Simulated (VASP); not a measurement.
A run of VASP 6.6.1 is set up as follows.

The input POSCAR:

```
RbBr
1.0
    0.0000000000      3.4954343121      3.4549664704
    3.4954343121      0.0000000000      3.4549664704
    3.4954343121      3.4954343121      0.0000000000
Rb Br
1 1
Direct
    0.0000000000      0.0000000000      0.0000000000
    0.5000000000      0.5000000000      0.5000000000
```

INCAR.step1

```
SYSTEM = RbBr
PREC = Accurate
ENCUT = 520
EDIFF = 1E-5
ISMEAR = 0
SIGMA = 0.01
LREAL = .FALSE.
LASPH = .TRUE.
NELM = 60
ALGO = Normal
ISIF = 2
LWAVE = .TRUE.
LCHARG = .FALSE.
GGA = PE
NBANDS = 15
```

INCAR.step2

```
SYSTEM = RbBr
PREC = Accurate
ENCUT = 520
EDIFF = 1E-6
ISMEAR = 0
SIGMA = 0.01
LREAL = .FALSE.
LASPH = .TRUE.
NELM = 60
ALGO = Normal
ISIF = 2
LWAVE = .FALSE.
LCHARG = .FALSE.
GGA = PE
LHFCALC = .TRUE.
HFSCREEN = 0.2079
PRECFOCK = Normal
ISTART = 1
NBANDS = 15
```

The input KPOINTS:

```
Automatic mesh
0
G
  4 4 4
  0 0 0
```

Potentials or basis: VASP PAW PBE potentials, release 64 (Rb_sv, Br).

The run is started by

```console
$ cat potpaw_PBE.64/Rb_sv/POTCAR potpaw_PBE.64/Br/POTCAR > POTCAR
$ cp INCAR.step1 INCAR
$ mpirun -np 1 vasp_std > vasp.out
$ cp INCAR.step2 INCAR
$ mpirun -np 1 vasp_std > vasp.out
```

Task: Predict the band gap on the k mesh.

Result: 5.39 eV.

Task: Estimate the pressure.

Result: 0.1 GPa.

Stress tensor (GPa, compression positive):
```
-0.03  0.00  0.00
 0.00 -0.03  0.00
 0.00  0.00  0.28
```

Caveat: the cell differs from its parent crystal (epitaxial xy strain +1.0%); the PAW data sets were made with another functional, which shifts forces and pressure a little.
